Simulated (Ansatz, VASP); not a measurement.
## One calculation of Sb, two programs

INCAR

```
SYSTEM = Sb
  PREC = Accurate
  ENCUT = 520
  EDIFF = 1E-7
  ISMEAR = 0
  SIGMA = 0.01
  LREAL = .FALSE.
  LASPH = .TRUE.
  NELM = 80
  ALGO = Normal
  ISIF = 2
  LWAVE = .FALSE.
  LCHARG = .FALSE.
  GGA = PS
  IVDW = 13
  NBANDS = 8
```

The input KPOINTS:

```
regular mesh
0
G
  12 12 12
  0 0 0
```

File POSCAR:

```
Sb
1.0
   -1.5443568632      1.5443568632      2.6565772150
    1.5443568632     -1.5443568632      2.6565772150
    1.5443568632      1.5443568632     -2.6565772150
Sb
1
Direct
    0.0000000000      0.0000000000      0.0000000000
```

The input input.yaml:

```yaml
crystal:
  lattice:
    - [-1.5443568632, 1.5443568632, 2.656577215]
    - [1.5443568632, -1.5443568632, 2.656577215]
    - [1.5443568632, 1.5443568632, -2.656577215]
  atoms:
    - { symbol: Sb, position: [0.0, 0.0, 0.0] }
kpoints:
  mp_grid: { grid: [12, 12, 12] }
scf:
  occupations: { method: gaussian, width: 0.01 }
hamiltonian:
  xc: pbesol
  dispersion: d4
  pseudopotentials: { kind: all_electron, lapw: { basis_error: 0.001 } }
output:
  forces: true
  stress: true
  eigenvalues: true
```

Change from the starting cell: volume scaled by 0.94.

Alike in both runs: task single point; functional PBEsol; dispersion D4; k mesh 12 × 12 × 12; occupations gaussian, width 0.01 eV; no spin polarisation.

```csv
,VASP,Ansatz
version,VASP 6.6.1,Ansatz 0.2.0
potentials or method,"VASP PAW PBE potentials, release 64 (Sb), cutoff 520 eV","all-electron LAPW, scalar-relativistic"
```

VASP gave:

| Quantity | Value |
| --- | --- |
| gap on the k mesh at the Fermi level (eV) | none |
| pressure (GPa) | 1.1 |
| traceless stress, the component that is largest in VASP (GPa) | -1.18 |

Question: Which values does Ansatz return?

Answer: gap on the k mesh at the Fermi level (eV): none; pressure (GPa): 1.1; traceless stress, the component that is largest in VASP (GPa): -1.11.

VASP's potentials were made for PBE, not for PBEsol. A gap of «none» marks a metal or a gap that the smearing closes. Ansatz ran all-electron here, and VASP with PAW potentials.

Spin-orbit coupling is off throughout.
